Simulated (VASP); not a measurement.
Write the native input for VASP 6.6.1 that does the following.

```
Task                   : single point
Functional             : PBE
Potentials or basis    : VASP PAW PBE potentials, release 64 (Na_pv, Cl)
Cutoff                 : 520 eV
k mesh                 : 6 × 6 × 2
Occupations            : gaussian, width 0.01 eV
Spin                   : no spin polarisation
Dipole correction      : no
Further INCAR settings : ALGO = Normal; EDIFF = 1e-07; NBANDS = 22
```

The structure of NaCl lies in POSCAR:

```
NaCl
1.0
    4.7210750178      0.0000000000      0.0000000000
   -2.3605375089      4.0885708986      0.0000000000
    0.0000000000      0.0000000000      5.5694823948
Na Cl
2 2
Direct
    0.3333333333      0.6666666667     -0.0624973391
    0.6666666667      0.3333333333      0.4375026609
    0.3333333333      0.6666666667      0.4374973391
    0.6666666667      0.3333333333      0.9374973391
```

These files were run (other wordings do the same):

INCAR

```
SYSTEM = NaCl
ALGO = Normal
EDIFF = 1E-7
ENCUT = 520
GGA = PE
ISIF = 2
ISMEAR = 0
LASPH = .TRUE.
LCHARG = .TRUE.
LELF = .TRUE.
LREAL = .FALSE.
LVHAR = .TRUE.
LWAVE = .FALSE.
NBANDS = 22
NELM = 100
PREC = Accurate
SIGMA = 0.01
```

KPOINTS

```
k-points
0
G
  6 6 2
  0 0 0
```

Potentials or basis: VASP PAW PBE potentials, release 64 (Na_pv, Cl).

Command:

```sh
$ cat potpaw_PBE.64/Na_pv/POTCAR potpaw_PBE.64/Cl/POTCAR > POTCAR
$ mpirun -np 1 vasp_std > vasp.out
```

It gave:

```json
{
  "Pressure": "0.8 GPa",
  "Band gap on the k mesh": "4.84 eV"
}
```

Caveat: the k points lie up to 0.56 Å⁻¹ apart.

Run time: 37 s on 1 thread of Intel Xeon 8259CL (shared host), peak memory 0.23 GiB.
